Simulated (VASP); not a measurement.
# MgS: single point with PBEsol

The system is MgS.

```
CELL_PARAMETERS angstrom
4.02514 0.00000 0.00000
-2.01257 3.48588 0.00000
0.00000 0.00000 6.42675
ATOMIC_POSITIONS crystal
Mg 0.66667 0.33333 0.49672
Mg 0.33333 0.66667 0.99672
S 0.66667 0.33333 0.87828
S 0.33333 0.66667 0.37828
```

| Quantity | Value |
| --- | --- |
| Program | VASP 6.6.1 |
| Task | single point |
| Functional | PBEsol |
| Potentials or basis | VASP PAW PBE potentials, release 64 (Mg, S) |
| Cutoff | 520 eV |
| k mesh | 6 × 6 × 4 |
| Occupations | gaussian, width 0.02 eV |
| Spin | no spin polarisation |

* Pressure: -0.1 GPa
* Largest force: 0.007 eV/Å
* Band gap on the k mesh: 3.32 eV, direct

Forces on the atoms (eV/Å):
```
Mg   0.000  0.000 -0.007
Mg   0.000  0.000 -0.007
S    0.000  0.000  0.007
S    0.000  0.000  0.007
```

Levels at points of the mesh, in eV from the valence-band top:
| k point | band 5 | band 6 | band 7 | band 8 | band 9 | band 10 | band 11 | band 12 |
| --- | --- | --- | --- | --- | --- | --- | --- | --- |
| (0.00, 0.00, 0.00) | -0.56 | -0.13 | -0.13 | 0.00 | 3.32 | 4.61 | 7.43 | 7.43 |
| (0.50, 0.00, 0.00) | -1.92 | -1.24 | -0.96 | -0.45 | 4.61 | 5.07 | 5.71 | 7.41 |
| (0.00, 0.00, 0.50) | -0.35 | -0.35 | -0.35 | -0.35 | 4.82 | 4.82 | 7.53 | 7.53 |
| (0.50, 0.00, 0.50) | -0.89 | -0.89 | -0.82 | -0.82 | 4.51 | 4.51 | 6.22 | 6.22 |

It took 24 s on 1 thread of Intel(R) Xeon(R) Platinum 8375C CPU @ 2.90GHz (Ice Lake), with other jobs on the host, peak memory 0.2 GiB.

Caveat: the PAW data sets were made with another functional, which shifts forces and pressure a little. As with any semilocal functional, this PBEsol gap is likely too small.
